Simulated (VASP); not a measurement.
# CdF2 (Fm-3m) in VASP: a series of runs, part 2 of 2

VASP 6.6.1.

### Step 3. Single point, r2SCAN

This run uses another cell than the first one, of 13.82 Å³/atom.

File POSCAR:

```
CdF2
1.0
    0.0000000000      2.7468369436      2.7468369436
    2.7468369436      0.0000000000      2.7468369436
    2.7468369436      2.7468369436      0.0000000000
Cd F
1 2
Direct
    0.0000000000      0.0000000000      0.0000000000
    0.7500000000      0.7500000000      0.7500000000
    0.2500000000      0.2500000000      0.2500000000
```

File INCAR.step1:

```
ALGO = Normal
EDIFF = 1E-5
ENCUT = 770
GGA = PE
GGA_COMPAT = F
ISMEAR = -1
LASPH = T
LCHARG = F
LREAL = F
LWAVE = T
NBANDS = 24
NELM = 120
PREC = Accurate
SIGMA = 0.05
```

File INCAR.step2:

```
ALGO = Normal
EDIFF = 1E-6
ENCUT = 770
GGA_COMPAT = F
ISIF = 2
ISMEAR = -1
ISTART = 1
LASPH = T
LCHARG = F
LMIXTAU = T
LREAL = F
LWAVE = F
METAGGA = R2SCAN
NBANDS = 24
NELM = 120
PREC = Accurate
SIGMA = 0.05
```

File KPOINTS:

```
k-points
0
Gamma
  9 9 9
```

Potentials or basis: VASP PAW PBE potentials, release 64 (Cd_sv_GW, F).

Started as:

```bash
> cat potpaw_PBE.64/Cd_sv_GW/POTCAR potpaw_PBE.64/F/POTCAR > POTCAR
> cp INCAR.step1 INCAR
> mpirun -np 1 vasp_std > vasp.out
> cp INCAR.step2 INCAR
> mpirun -np 1 vasp_std > vasp.out
```

OUTCAR:

```text
EDIFF = 1E-6
   ENCUT = 770
   ISIF = 2
   ISMEAR = -1
   ISTART = 1
   LASPH = T
   LREAL = F
   METAGGA = R2SCAN
   NELM = 120
   PREC = Accurate

 ion  position               nearest neighbor table
   1  0.000  0.000  0.000-
   2  0.750  0.750  0.750-
   3  0.250  0.250  0.250-

  LATTYP: Found a face centered cubic cell.
 ALAT       =     5.4936738872

  Lattice vectors:

 A1 = (   0.0000000000,   2.7468369436,   2.7468369436)
 A2 = (   2.7468369436,   0.0000000000,   2.7468369436)
 A3 = (   2.7468369436,   2.7468369436,   0.0000000000)

Analysis of symmetry for initial positions (statically):
=====================================================================
 Subroutine PRICEL returns:
 Original cell was already a primitive cell.

 Routine SETGRP: Setting up the symmetry group for a
 face centered cubic supercell.

 Subroutine GETGRP returns: Found 48 space group operations
 (whereof 48 operations were pure point group operations)
 out of a pool of 48 trial point group operations.

[... 152 lines left out ...]

 number of electron      34.0000006 magnetization

 Free energy of the ion-electron system (eV)
  ---------------------------------------------------
  ext. energy  EPLUGINS =         0.00000000
  ---------------------------------------------------
  free energy    TOTEN  =       -33.80173710 eV

  energy without entropy =      -33.80173710  energy(sigma->0) =      -33.80173710

 E-fermi :   0.8621     XC(G=0): -10.8631

 val. band max:       -0.4755566527   @ k =  -0.3333   0.4444   0.2222
 cond. band min:       3.1273240908   @ k =   0.0000   0.0000   0.0000
 fundamental gap:      3.6028807435
 Fermi energy:         0.8620826932

 k-point     1 :       0.0000    0.0000    0.0000
  band No.  band energies     occupation
      1    -101.5703      2.00000
      2     -61.7634      2.00000
      3     -61.7633      2.00000
      4     -61.7633      2.00000
      5     -22.0655      2.00000
      6     -21.1523      2.00000
[... 637 lines left out ...]
     23      19.5743      0.00000
     24      21.2621      0.00000

 [... further k-points ...]
[... 5 lines left out ...]
  --------------------------------------------------------------------------------------
  -------------------------------------------------------------------------------------
  Total       -1.5824029     -1.5824029     -1.5824029     -0.0000000      0.0000000     -0.0000000
  in kB      -61.1644404    -61.1644404    -61.1644404     -0.0000000      0.0000000     -0.0000000
  external PRESSURE =     -61.1644404 kB  Pullay stress =       0.0000000 kB

 VOLUME and BASIS-vectors are now :
 -----------------------------------------------------------------------------
  energy-cutoff  :      770.00
  volume of cell :       41.45
      direct lattice vectors                 reciprocal lattice vectors
     0.000000000  2.746836944  2.746836944    -0.182027550  0.182027550  0.182027550
     2.746836944  0.000000000  2.746836944     0.182027550 -0.182027550  0.182027550
     2.746836944  2.746836944  0.000000000     0.182027550  0.182027550 -0.182027550

 POSITION                                       TOTAL-FORCE (eV/Angst)
 -----------------------------------------------------------------------------------
      0.00000      0.00000      0.00000         0.000000      0.000000      0.000000
      4.12026      4.12026      4.12026        -0.000000     -0.000000     -0.000000
      1.37342      1.37342      1.37342         0.000000      0.000000      0.000000
 -----------------------------------------------------------------------------------
    total drift:                               -0.000000      0.000000      0.000000

  FREE ENERGIE OF THE ION-ELECTRON SYSTEM (eV)
  ---------------------------------------------------
  free  energy   TOTEN  =       -33.8017371021 eV

  energy  without entropy=      -33.8017371021  energy(sigma->0) =      -33.80173710
```

It took 3 min on 1 thread of Intel Xeon Platinum 8259CL at 2.50GHz (Skylake/Cascade Lake), shared host; peak memory 0.27 GiB.

What came out:

```
Free energy            : -33.8017 eV
Pressure               : -6.1 GPa
Band gap on the k mesh : 3.60 eV (least direct gap 4.16 eV)
```

Caveat: the cell stands under tension; the PAW data sets were made with another functional, which shifts forces and pressure a little; an odd mesh through Γ misses points on the zone boundary, where band edges can lie. r2SCAN opens gaps a little over a GGA but as a rule still falls short of measured ones.

### Step 4. Single point, PBEsol

This run uses another cell than the first one, of 13.56 Å³/atom.

File INCAR:

```
SYSTEM = CdF2
ALGO = Normal ; EDIFF = 1E-6
ENCUT = 700 ; GGA = PS
GGA_COMPAT = .FALSE. ; ISIF = 2
ISMEAR = -1 ; LASPH = .TRUE.
LCHARG = .FALSE. ; LREAL = .FALSE.
LWAVE = .FALSE. ; NBANDS = 24
NELM = 120 ; PREC = Accurate
SIGMA = 0.05
```

File KPOINTS:

```
k-points
0
G
  9 9 9
  0 0 0
```

File POSCAR:

```
CdF2
1.0
    0.0000000000      2.7294514339      2.7294514339
    2.7294514339      0.0000000000      2.7294514339
    2.7294514339      2.7294514339      0.0000000000
Cd F
1 2
Direct
    0.0000000000      0.0000000000      0.0000000000
    0.7500000000      0.7500000000      0.7500000000
    0.2500000000      0.2500000000      0.2500000000
```

Started as:

```bash
> cat potpaw_PBE.64/Cd_sv_GW/POTCAR potpaw_PBE.64/F/POTCAR > POTCAR
> mpirun -np 1 vasp_std > vasp.out
```

It took 71 s on 1 thread of Intel Xeon 6975P-C (Granite Rapids), shared host; peak memory 0.24 GiB.

It converged, with:

* Free energy: -11.6983 eV
* Pressure: -4.4 GPa
* Band gap on the k mesh: 2.82 eV (least direct gap 3.33 eV)

Levels at points of the mesh, in eV from the valence-band top:
```
           k point  band 15  band 16  band 17  band 18  band 19  band 20
(0.00, 0.00, 0.00)    -0.51    -0.51    -0.51     2.82    12.35    12.35
```

Caveat: the cell stands under tension; the PAW data sets were made with another functional, which shifts forces and pressure a little; an odd mesh through Γ misses points on the zone boundary, where band edges can lie.

### Step 5. Single point, r2SCAN

This run uses another cell than the first one, of 13.56 Å³/atom.

POSCAR is that of step 4.

File INCAR.step1:

```
SYSTEM = CdF2
  PREC = Accurate
  ENCUT = 770
  ISMEAR = -1
  SIGMA = 0.05
  LREAL = .FALSE.
  LASPH = .TRUE.
  NELM = 120
  NBANDS = 24
  GGA = PE
  ALGO = Normal
  EDIFF = 1E-5
  LWAVE = .TRUE.
  LCHARG = .FALSE.
  GGA_COMPAT = .FALSE.
```

File INCAR.step2:

```
SYSTEM = CdF2
  PREC = Accurate
  ENCUT = 770
  EDIFF = 1E-6
  ISMEAR = -1
  SIGMA = 0.05
  LREAL = .FALSE.
  LASPH = .TRUE.
  NELM = 120
  ALGO = Normal
  ISIF = 2
  LWAVE = .FALSE.
  LCHARG = .FALSE.
  METAGGA = R2SCAN
  LMIXTAU = .TRUE.
  NBANDS = 24
  ISTART = 1
  GGA_COMPAT = .FALSE.
```

File KPOINTS:

```
regular mesh
0
G
  9 9 9
  0 0 0
```

Started as:

```bash
> cat potpaw_PBE.64/Cd_sv_GW/POTCAR potpaw_PBE.64/F/POTCAR > POTCAR
> cp INCAR.step1 INCAR
> mpirun -np 1 vasp_std > vasp.out
> cp INCAR.step2 INCAR
> mpirun -np 1 vasp_std > vasp.out
```

Run time: 2.8 min. Hardware: 1 thread of Intel Xeon Platinum 8375C at 2.90GHz (Ice Lake), shared host; peak memory 0.26 GiB.

The run converged. Its results:

* Free energy: -33.8255 eV
* Pressure: -4.4 GPa
* Band gap on the k mesh: 3.67 eV (least direct gap 4.21 eV)

Levels at points of the mesh, in eV from the valence-band top:
```csv
k point,band 13,band 14,band 15,band 16,band 17,band 18,band 19,band 20,band 21,band 22
"(0.00, 0.00, 0.00)",-0.86,-0.86,-0.54,-0.54,-0.54,3.67,13.44,13.44,13.44,17.60
```

Caveat: the cell stands under tension; the PAW data sets were made with another functional, which shifts forces and pressure a little; an odd mesh through Γ misses points on the zone boundary, where band edges can lie. r2SCAN opens gaps a little over a GGA but as a rule still falls short of measured ones.

### Step 6. Single point, LDA

This run uses another cell than the first one, of 13.56 Å³/atom.

File INCAR:

```
SYSTEM = CdF2
ALGO = Normal
EDIFF = 1E-6
ENCUT = 700
GGA = CA
GGA_COMPAT = .False.
ISIF = 2
ISMEAR = -1
LASPH = .True.
LCHARG = .False.
LREAL = .False.
LWAVE = .False.
NBANDS = 24
NELM = 120
PREC = Accurate
SIGMA = 0.05
```

File KPOINTS:

```
k-points
0
Gamma
  9 9 9
  0 0 0
```

POSCAR is that of step 5.

Potentials or basis: VASP PAW LDA potentials, release 64 (Cd_sv_GW, F).

Started as:

```bash
> cat potpaw_LDA.64/Cd_sv_GW/POTCAR potpaw_LDA.64/F/POTCAR > POTCAR
> mpirun -np 1 vasp_std > vasp.out
```

Wall time 90 s (1 thread of AMD EPYC 7R43 (Zen 3), shared host); peak memory 0.17 GiB.

It converged, with:

* Free energy: -12.7239 eV
* Pressure: -9.4 GPa
* Band gap on the k mesh: 2.71 eV (least direct gap 3.21 eV)

Levels at points of the mesh, in eV from the valence-band top:
| k point | band 13 | band 14 | band 15 | band 16 | band 17 | band 18 | band 19 | band 20 | band 21 | band 22 |
| --- | --- | --- | --- | --- | --- | --- | --- | --- | --- | --- |
| (0.00, 0.00, 0.00) | -0.89 | -0.89 | -0.50 | -0.50 | -0.50 | 2.71 | 12.16 | 12.16 | 12.16 | 16.82 |

Caveat: the cell stands under tension; an odd mesh through Γ misses points on the zone boundary, where band edges can lie.

### Step 7. Summary

| level | potentials or basis | cell | cutoff (eV) | gap on the mesh (eV) | pressure (GPa) |
| --- | --- | --- | --- | --- | --- |
| LDA | VASP PAW LDA potentials, release 64 (Cd_sv_GW, F) | a = 3.732 Å, angles 60.0°, 3 atoms | 700 | 3.07 | 1.3 |
| r2SCAN | VASP PAW PBE potentials, release 64 (Cd_sv_GW, F) | a = 3.885 Å, angles 60.0°, 3 atoms | 770 | 3.60 | -6.1 |
| PBEsol | VASP PAW PBE potentials, release 64 (Cd_sv_GW, F) | a = 3.860 Å, angles 60.0°, 3 atoms | 700 | 2.82 | -4.4 |
| r2SCAN | VASP PAW PBE potentials, release 64 (Cd_sv_GW, F) | a = 3.860 Å, angles 60.0°, 3 atoms | 770 | 3.67 | -4.4 |
| LDA | VASP PAW LDA potentials, release 64 (Cd_sv_GW, F) | a = 3.860 Å, angles 60.0°, 3 atoms | 700 | 2.71 | -9.4 |

Alike in all rows: task single point; no spin polarisation; k mesh 9 × 9 × 9; smearing fermi-dirac 0.05 eV.

Caveats: an odd mesh through Γ misses points on the zone boundary, where band edges can lie; the cell stands under tension (at least some runs); the PAW data sets were made with another functional, which shifts forces and pressure a little (at least some runs).

Absolute energies hang on the potentials; compare differences alone.
